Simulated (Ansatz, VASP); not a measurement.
**HfO2: VASP beside Ansatz**

```xyz
6
Lattice="3.7557 0.0000 0.0000 0.0000 3.7557 0.0000 0.0000 0.0000 5.0726" Properties=species:S:1:pos:R:3 pbc="T T T"
Hf    1.8778    1.8778    2.5363
Hf    0.0000    0.0000    0.0000
O     0.0000    1.8778    3.5314
O     1.8778    0.0000    4.0775
O     1.8778    0.0000    1.5412
O     0.0000    1.8778    0.9951
```

Change from the starting cell: strain +0.050 along x and y, -0.025 along z, atoms carried along.

Alike in both runs: task single point; functional r2SCAN; k mesh 6 × 6 × 6; occupations gaussian, width 0.05 eV; no spin polarisation.

```csv
,VASP,Ansatz
version,VASP 6.6.1,Ansatz 0.2.0
potentials or method,"VASP PAW PBE potentials, release 64 (Hf_pv, O), cutoff 520 eV","scalar-relativistic, plane waves, PAW"
valence electrons in the cell,44,76
```

```csv
,VASP,Ansatz,Ansatz less VASP
gap on the k mesh at the Fermi level (eV),4.12,4.16,+0.042
least direct gap on the mesh (eV),4.16,4.19,+0.039
pressure (GPa),-20.4,-17.4,+3.04
"traceless stress, the component that is largest in VASP (GPa)",18.87,18.44,-0.438
rms of the force components (eV/Å),0.082,0.054,-0.0281
```

VASP's potentials were made for PBE, not for r2SCAN. Atom by atom the forces differ by 0.028 eV/Å (rms over components). VASP's potentials hold 44 valence electrons a cell and Ansatz's 76, so a difference there can come from the potentials and not from the codes.

Spin-orbit coupling is off throughout.
